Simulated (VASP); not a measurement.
# AlOs (Pm-3m) in VASP: a series of runs, part 2 of 2

VASP 6.6.1.

### 4 Single point, LDA

This run uses another cell than the first one, of 13.04 Å³/atom, 0.985 times its volume.

INCAR

```
  ALGO = Normal
  EDIFF = 1E-6
  ENCUT = 600
  GGA = CA
  GGA_COMPAT = False
  ISIF = 2
  ISMEAR = 1
  LASPH = True
  LCHARG = True
  LELF = True
  LREAL = False
  LVHAR = True
  LWAVE = False
  NBANDS = 12
  NELM = 120
  PREC = Accurate
  SIGMA = 0.15
```

KPOINTS

```
k-points
0
Gamma
  10 10 10
```

POSCAR

```
AlOs
1.0
    2.9654631062      0.0000000000      0.0000000000
    0.0000000000      2.9654631062      0.0000000000
    0.0000000000      0.0000000000      2.9654631062
Al Os
1 1
Direct
    0.0000000000      0.0000000000      0.0000000000
    0.5000000000      0.5000000000      0.5000000000
```

Potentials or basis: VASP PAW LDA potentials, release 64 (Al, Os).

Run with:

```
$ cat potpaw_LDA.64/Al/POTCAR potpaw_LDA.64/Os/POTCAR > POTCAR
$ mpirun -np 1 vasp_std > vasp.out
```

OUTCAR:

```text
EDIFF = 1E-6
   ENCUT = 600
   GGA = CA
   ISIF = 2
   ISMEAR = 1
   LASPH = True
   LREAL = False
   NELM = 120
   PREC = Accurate

 ion  position               nearest neighbor table
   1  0.000  0.000  0.000-   2 2.57   2 2.57   2 2.57   2 2.57   2 2.57   2 2.57   2 2.57   2 2.57

   2  0.500  0.500  0.500-   1 2.57   1 2.57   1 2.57   1 2.57   1 2.57   1 2.57   1 2.57   1 2.57

  LATTYP: Found a simple cubic cell.
 ALAT       =     2.9654631062

  Lattice vectors:

 A1 = (   2.9654631062,   0.0000000000,   0.0000000000)
 A2 = (   0.0000000000,   2.9654631062,   0.0000000000)
 A3 = (   0.0000000000,   0.0000000000,   2.9654631062)

Analysis of symmetry for initial positions (statically):
=====================================================================
 Subroutine PRICEL returns:
 Original cell was already a primitive cell.

 Routine SETGRP: Setting up the symmetry group for a
 simple cubic supercell.

 Subroutine GETGRP returns: Found 48 space group operations
 (whereof 48 operations were pure point group operations)
 out of a pool of 48 trial point group operations.

The static configuration has the point symmetry O_h .
[... 166 lines left out ...]
 fundamental gap:      0.0343076323
 Fermi energy:         9.3130467059

 k-point     1 :       0.0000    0.0000    0.0000
  band No.  band energies     occupation
      1      -1.8300      2.00000
      2       4.8919      2.00000
      3       4.8919      2.00000
      4       9.7063     -0.00132
      5       9.7063     -0.00132
      6       9.7063     -0.00132
      7      15.0324      0.00000
      8      15.0324      0.00000
      9      15.0324      0.00000
     10      21.0557      0.00000
     11      21.0557      0.00000
     12      22.9789      0.00000
[... 331 lines left out ...]
 k-point    24 :       0.3000    0.1000    0.1000
  band No.  band energies     occupation
      1       0.3109      2.00000
      2       5.0236      2.00000
      3       5.6365      2.00000
      4       7.6425      2.00000
      5       7.8801      2.00000
      6       9.3398      0.70286
      7      12.4497      0.00000
      8      17.0633      0.00000
      9      17.0706      0.00000
     10      19.1936      0.00000
     11      23.1345      0.00000
     12      24.0954      0.00000

 [... further k-points ...]
[... 5 lines left out ...]
  --------------------------------------------------------------------------------------
  -------------------------------------------------------------------------------------
  Total        0.4930897      0.4930897      0.4930897     -0.0000000      0.0000000      0.0000000
  in kB       30.2941646     30.2941646     30.2941646     -0.0000000      0.0000000      0.0000000
  external PRESSURE =      30.2941646 kB  Pullay stress =       0.0000000 kB

 VOLUME and BASIS-vectors are now :
 -----------------------------------------------------------------------------
  energy-cutoff  :      600.00
  volume of cell :       26.08
      direct lattice vectors                 reciprocal lattice vectors
     2.965463106  0.000000000  0.000000000     0.337215458  0.000000000  0.000000000
     0.000000000  2.965463106  0.000000000     0.000000000  0.337215458  0.000000000
     0.000000000  0.000000000  2.965463106     0.000000000  0.000000000  0.337215458

 POSITION                                       TOTAL-FORCE (eV/Angst)
 -----------------------------------------------------------------------------------
      0.00000      0.00000      0.00000         0.000000      0.000000      0.000000
      1.48273      1.48273      1.48273         0.000000      0.000000      0.000000
 -----------------------------------------------------------------------------------
    total drift:                                0.000000     -0.000000     -0.000000

  FREE ENERGIE OF THE ION-ELECTRON SYSTEM (eV)
  ---------------------------------------------------
  free  energy   TOTEN  =       -17.6570773287 eV

  energy  without entropy=      -17.6568676546  energy(sigma->0) =      -17.65700744
```

OSZICAR:

```text
N       E                     dE             d eps       ncg     rms          rms(c)
DAV:   1     0.424582523463E+02    0.42458E+02   -0.49577E+03  1352   0.845E+02
DAV:   2    -0.158530114127E+02   -0.58311E+02   -0.51565E+02  1392   0.210E+02
DAV:   3    -0.184834818247E+02   -0.26305E+01   -0.25765E+01  1660   0.390E+01
DAV:   4    -0.185049509874E+02   -0.21469E-01   -0.21456E-01  1516   0.397E+00
DAV:   5    -0.185051834280E+02   -0.23244E-03   -0.23244E-03  1652   0.431E-01    0.221E+01
DAV:   6    -0.177533636401E+02    0.75182E+00   -0.21056E+00  1704   0.109E+01    0.669E+00
DAV:   7    -0.176800206495E+02    0.73343E-01   -0.72548E-02  1416   0.199E+00    0.340E+00
DAV:   8    -0.176571119426E+02    0.22909E-01   -0.15799E-02  1556   0.746E-01    0.248E-01
DAV:   9    -0.176570910721E+02    0.20870E-04   -0.36775E-04  1496   0.165E-01    0.136E-01
DAV:  10    -0.176570777265E+02    0.13346E-04   -0.32432E-05  1528   0.366E-02    0.112E-02
DAV:  11    -0.176570773287E+02    0.39780E-06   -0.16523E-06  1180   0.109E-02
   1 F= -.17657077E+02 E0= -.17657007E+02  d E =-.209674E-03
```

Run time: 17 s. Hardware: 1 thread of Intel Xeon Platinum 8259CL at 2.50GHz (Skylake/Cascade Lake), shared host; peak memory 0.14 GiB.

What came out:

```
Free energy : -17.6571 eV
Pressure    : 3.0 GPa
```

Caveat: spin-orbit coupling is left out, which moves the levels of the heavy elements.

### 5 Overview

```csv
cell,gap on the mesh (eV),pressure (GPa)
"a = 2.981 Å, 2 atoms",none,-1.1
"a = 2.973 Å, 2 atoms",none,1.0
"a = 2.965 Å, 2 atoms",none,3.0
```

Alike in all rows: task single point; level LDA; potentials or basis VASP PAW LDA potentials, release 64 (Al, Os); no spin polarisation; k mesh 10 × 10 × 10; cutoff (eV) 600; smearing methfessel-paxton 0.15 eV.

Caveats: spin-orbit coupling is left out, which moves the levels of the heavy elements.

Absolute energies hang on the potentials; compare differences alone.
